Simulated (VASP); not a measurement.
# Ti (I4/mmm) in VASP: further runs

Runs on Ti. Level: PBEsol. Tasks: single point.

Program: VASP 6.6.1. These are calculated values, not measurements. Logs are shortened: lines on timing, memory, paths and dates and some standing lists are left out, and cuts for length are marked.

**1. The cell of the first run**

It takes space group I4/mmm (No. 139, tetragonal). Conventional cell: a = 2.940 Å, b = 2.940 Å, c = 3.853 Å, α = 90.00°, β = 90.00°, γ = 90.00°. Within 3.7 Å of Ti (site symmetry 4/mmm) lie 12 Ti at 2.83 to 2.94 Å.

**2. Single point, PBEsol (strain +0.025 along x and y, -0.050 along z)**

INCAR

```
PREC = Accurate
ENCUT = 520
EDIFF = 1E-6
ISMEAR = 0
SIGMA = 0.15
LREAL = False
LASPH = True
NELM = 60
ALGO = Fast
ISIF = 2
LWAVE = False
LCHARG = False
GGA = PS
NBANDS = 12
```

KPOINTS

```
regular mesh
0
Gamma
  26 26 26
```

POSCAR

```
Ti
1.0
    0.0000000000      2.0786191803      1.9265250939
    2.0786191803      0.0000000000      1.9265250939
    2.0786191803      2.0786191803      0.0000000000
Ti
1
Direct
    0.0000000000      0.0000000000      0.0000000000
```

Potentials or basis: VASP PAW PBE potentials, release 64 (Ti_sv).

Command:

```sh
$ cat potpaw_PBE.64/Ti_sv/POTCAR > POTCAR
$ mpirun -np 1 vasp_std > vasp.out
```

OUTCAR:

```text
PREC = Accurate
   ENCUT = 520
   EDIFF = 1E-6
   ISMEAR = 0
   LREAL = False
   LASPH = True
   NELM = 60
   ISIF = 2
   GGA = PS

 ion  position               nearest neighbor table
   1  0.000  0.000  0.000-

  LATTYP: Found a body centered tetragonal cell.
 ALAT       =     2.9396114358
 C/A-ratio  =     1.3107345212

  Lattice vectors:

 A1 = (   0.0000000000,  -2.0786191803,  -1.9265250939)
 A2 = (   0.0000000000,   2.0786191803,  -1.9265250939)
 A3 = (   2.0786191803,   0.0000000000,   1.9265250939)

Analysis of symmetry for initial positions (statically):
=====================================================================
 Subroutine PRICEL returns:
 Original cell was already a primitive cell.

 Routine SETGRP: Setting up the symmetry group for a
 body centered tetragonal supercell.

 Subroutine GETGRP returns: Found 16 space group operations
 (whereof 16 operations were pure point group operations)
 out of a pool of 16 trial point group operations.

The static configuration has the point symmetry D_4h.

Analysis of symmetry for dynamics (positions and initial velocities):
=====================================================================
 Subroutine PRICEL returns:
 Original cell was already a primitive cell.

 Routine SETGRP: Setting up the symmetry group for a
 body centered tetragonal supercell.

 Subroutine GETGRP returns: Found 16 space group operations
 (whereof 16 operations were pure point group operations)
 out of a pool of 16 trial point group operations.

The dynamic configuration has the point symmetry D_4h.

 Subroutine INISYM returns: Found 16 space group operations
 (whereof 16 operations are pure point group operations),
 and found     1 'primitive' translations

----------------------------------------------------------------------------------------

                                     Primitive cell

  volume of cell :      16.6477

  direct lattice vectors                    reciprocal lattice vectors
     0.000000000  2.078619180  1.926525094    -0.240544302  0.240544302  0.259534642
     2.078619180  0.000000000  1.926525094     0.240544302 -0.240544302  0.259534642
     2.078619180  2.078619180  0.000000000     0.240544302  0.240544302 -0.259534642

  length of vectors
     2.834105967  2.834105967  2.939611436     0.427880068  0.427880068  0.427880068

  position of ions in fractional coordinates (direct lattice)
     0.000000000  0.000000000  0.000000000

  ion indices of the primitive-cell ions
   primitive index   ion index
                 1           1

----------------------------------------------------------------------------------------

 KPOINTS: regular mesh

Automatic generation of k-mesh.
 Grid dimensions read from file:
 generate k-points for:   26   26   26

 Generating k-lattice:

  Cartesian coordinates                     Fractional coordinates (reciprocal lattice)
    -0.009251704  0.009251704  0.009982102     0.038461538  0.000000000  0.000000000
     0.009251704 -0.009251704  0.009982102     0.000000000  0.038461538  0.000000000
     0.009251704  0.009251704 -0.009982102     0.000000000  0.000000000  0.038461538

  Length of vectors
     0.016456926  0.016456926  0.016456926

  Shift w.r.t. Gamma in fractional coordinates (k-lattice)
     0.000000000  0.000000000  0.000000000

 Subroutine IBZKPT returns following result:
 ===========================================

 Found   1330 irreducible k-points:

 Following reciprocal coordinates:
            Coordinates               Weight
  0.000000  0.000000  0.000000      1.000000
  0.038462  0.000000  0.000000      8.000000
  0.076923  0.000000  0.000000      8.000000
  0.115385  0.000000  0.000000      8.000000
  0.153846  0.000000  0.000000      8.000000
  0.192308  0.000000  0.000000      8.000000
[... 16 lines left out ...]
  0.346154  0.038462  0.000000      8.000000
  0.384615  0.038462  0.000000      8.000000
 [... further k-points ...]
   k-points           NKPTS =   1330   k-points in BZ     NKDIM =   1330   number of bands    NBANDS=     12
   number of dos      NEDOS =    301   number of ions     NIONS =      1
   total plane-waves  NPLWV =  13824
   dimension x,y,z NGX =    24 NGY =   24 NGZ =   24
   dimension x,y,z NGXF=    48 NGYF=   48 NGZF=   48
   ions per type =               1
   NGX,Y,Z   is equivalent  to a cutoff of  14.08, 14.08, 13.57 a.u.
   NGXF,Y,Z  is equivalent  to a cutoff of  28.16, 28.16, 27.15 a.u.
 SYSTEM =  unknown system
   PREC   = accura    normal or accurate (medium, high low for compatibility)
   ISTART =      0    job   : 0-new  1-cont  2-samecut
   ICHARG =      2    charge: 1-file 2-atom 10-const
   ISPIN  =      1    spin polarized calculation?
   LNONCOLLINEAR =      F non collinear calculations
   LSORBIT =      F    spin-orbit coupling
   LASPH  =      T    aspherical Exc in radial PAW
   ENCUT  =  520.0 eV  38.22 Ry    6.18 a.u.   5.27  5.27  5.47*2*pi/ulx,y,z
   NELM   =     60;   NELMIN=  2; NELMDL= -5     # of ELM steps
   EDIFF  = 0.1E-05   stopping-criterion for ELM
   LREAL  =      F    real-space projection
   EDIFFG = 0.1E-04   stopping-criterion for IOM
   NSW    =      0    number of steps for IOM
   IBRION =     -1    ionic relax: 0-MD 1-quasi-New 2-CG
   NFREE  =      0    steps in history (QN), initial steepest desc. (CG)
   ISIF   =      2    stress and relaxation
   ISYM   =      2    0-nonsym 1-usesym 2-fastsym
   POTIM  = 0.5000    time-step for ionic-motion
   TEBEG  =    0.0;   TEEND  =   0.0 temperature during run
   PSTRESS=    0.0 pullay stress
   NELECT =      12.0000    total number of electrons
   NUPDOWN=      -1.0000    fix difference up-down
   EMIN   =  10.00;   EMAX   =-10.00  energy-range for DOS
   EFERMI =   0.00;   METHOD = LEGACY
   ISMEAR =     0;   SIGMA  =   0.15  broadening in eV -4-tet -1-fermi 0-gaus
   EFERMI_NEDOS =   21; number of points for ismear=-14 and -15
   IALGO  =     68    algorithm
   IMIX   =      4    mixing-type and parameters
     AMIX     =   0.40;   BMIX     =  1.00
     AMIX_MAG =   1.60;   BMIX_MAG =  1.00
  volume/ion in A,a.u.               =      16.65       112.34
  Fermi-wavevector in a.u.,A,eV,Ry     =   1.467857  2.773847 29.315168  2.154604
  Thomas-Fermi vector in A             =   2.583424
   LORBIT       =      0    0 simple, 1 ext, 2 COOP (PROOUT), +10 PAW based schemes
   GGA     = PS    functional components
   LHFCALC =     F    Hartree Fock is set to
   AEXX    =    0.0000 exact exchange contribution
   IVDW    =     0    specifies the selected vdW correction
   LEPSILON=     F    determine dielectric tensor
   LRPA    =     F    only Hartree local field effects (RPA)
 non-spin polarized calculation
 RMM-DIIS sequential band-by-band and
 Gauss-broadening in eV      SIGMA  =   0.15
  energy-cutoff  :      520.00
  volume of cell :       16.65
 maximum number of plane-waves:       463
 NGX is ok and might be reduce to    24
   NGX = 11   NGY = 11   NGZ = 11

 number of electron      12.0000002 magnetization

 Free energy of the ion-electron system (eV)
  ---------------------------------------------------
  ext. energy  EPLUGINS =         0.00000000
  ---------------------------------------------------
  free energy    TOTEN  =        -8.28609820 eV

  energy without entropy =       -8.26580260  energy(sigma->0) =       -8.27595040

 E-fermi :   8.5347     XC(G=0): -11.8398

 val. band max:        8.5328074747   @ k =  -0.4615   0.1154   0.0000
 cond. band min:       8.5349804448   @ k =   0.5000   0.1154   0.3077
 fundamental gap:      0.0021729701
 Fermi energy:         8.5347049069

 k-point     1 :       0.0000    0.0000    0.0000
  band No.  band energies     occupation
      1     -47.8583      2.00000
      2     -23.7615      2.00000
      3     -23.7615      2.00000
      4     -23.7506      2.00000
      5       2.3545      2.00000
      6       9.2813      0.00000
      7       9.2813      0.00000
      8       9.8705      0.00000
      9      10.7943      0.00000
     10      11.4729      0.00000
     11      24.1482      0.00000
     12      28.0645      0.00000

 k-point     2 :       0.0385    0.0000    0.0000
  band No.  band energies     occupation
      1     -47.8562      2.00000
      2     -23.7709      2.00000
      3     -23.7636      2.00000
      4     -23.7539      2.00000
      5       2.4049      2.00000
      6       9.2705      0.00000
      7       9.2995      0.00000
      8       9.8674      0.00000
      9      10.7860      0.00000
     10      11.4569      0.00000
     11      24.1938      0.00000
     12      27.9077      0.00000

 k-point     3 :       0.0769    0.0000    0.0000
  band No.  band energies     occupation
      1     -47.8499      2.00000
      2     -23.8044      2.00000
      3     -23.7695      2.00000
      4     -23.7577      2.00000
      5       2.5541      2.00000
      6       9.2282      0.00000
      7       9.3493      0.00000
      8       9.8695      0.00000
      9      10.7668      0.00000
     10      11.4127      0.00000
     11      24.3104      0.00000
     12      27.1368      0.00000
[... 286 lines left out ...]
 k-point    23 :       0.3462    0.0385    0.0000
  band No.  band energies     occupation
      1     -47.7441      2.00000
      2     -24.3552      2.00000
      3     -23.8754      2.00000
      4     -23.8000      2.00000
      5       5.2228      2.00000
      6       8.5386      0.97094
      7       9.2444      0.00000
      8       9.8863      0.00000
      9      11.5810      0.00000
     10      11.8797      0.00000
     11      19.7157      0.00000
     12      24.0680      0.00000

 k-point    24 :       0.3846    0.0385    0.0000
  band No.  band energies     occupation
      1     -47.7299      2.00000
      2     -24.4266      2.00000
      3     -23.8873      2.00000
      4     -23.8072      2.00000
      5       5.5373      2.00000
      6       8.6730      0.19219
      7       9.1551      0.00000
      8       9.8038      0.00000
      9      11.7992      0.00000
     10      12.1251      0.00000
     11      18.8032      0.00000
     12      23.7466      0.00000

 [... further k-points ...]

------------------------ aborting loop because EDIFF is reached ----------------------------------------

  FORCE on cell =-STRESS in cart. coord.  units (eV):
  Direction    XX          YY          ZZ          XY          YZ          ZX
  --------------------------------------------------------------------------------------
  -------------------------------------------------------------------------------------
  Total       -0.0879143     -0.0879143      0.1609558      0.0000000      0.0000000     -0.0000000
  in kB       -8.4608838     -8.4608838     15.4903980      0.0000000      0.0000000     -0.0000000
  external PRESSURE =      -0.4771232 kB  Pullay stress =       0.0000000 kB

 VOLUME and BASIS-vectors are now :
 -----------------------------------------------------------------------------
  energy-cutoff  :      520.00
  volume of cell :       16.65
      direct lattice vectors                 reciprocal lattice vectors
     0.000000000  2.078619180  1.926525094    -0.240544302  0.240544302  0.259534642
     2.078619180  0.000000000  1.926525094     0.240544302 -0.240544302  0.259534642
     2.078619180  2.078619180  0.000000000     0.240544302  0.240544302 -0.259534642

 POSITION                                       TOTAL-FORCE (eV/Angst)
 -----------------------------------------------------------------------------------
      0.00000      0.00000      0.00000        -0.000000      0.000000      0.000000
 -----------------------------------------------------------------------------------
    total drift:                                0.000000      0.000000      0.000000

  FREE ENERGIE OF THE ION-ELECTRON SYSTEM (eV)
  ---------------------------------------------------
  free  energy   TOTEN  =        -8.2860981977 eV

  energy  without entropy=       -8.2658026018  energy(sigma->0) =       -8.27595040
```

Wall time 2.4 min (1 thread of Intel Xeon 6975P-C (Granite Rapids), shared host); peak memory 0.36 GiB.

What came out:

| Property | Result |
| --- | --- |
| Free energy | -8.2861 eV |
| Pressure | 0.0 GPa |
| Band gap on the k mesh | zero (band 6 reaches 9.39 eV, above the bottom of band 7 at 7.94 eV) |

Stress tensor (GPa, compression positive):
```
-0.85  0.00  0.00
 0.00 -0.85  0.00
 0.00  0.00  1.55
```

Caveat: the cell differs from its parent crystal (strain +0.025 along x and y, -0.050 along z); the PAW data sets were made with another functional, which shifts forces and pressure a little.

(Part 1 of 2 ends here.)
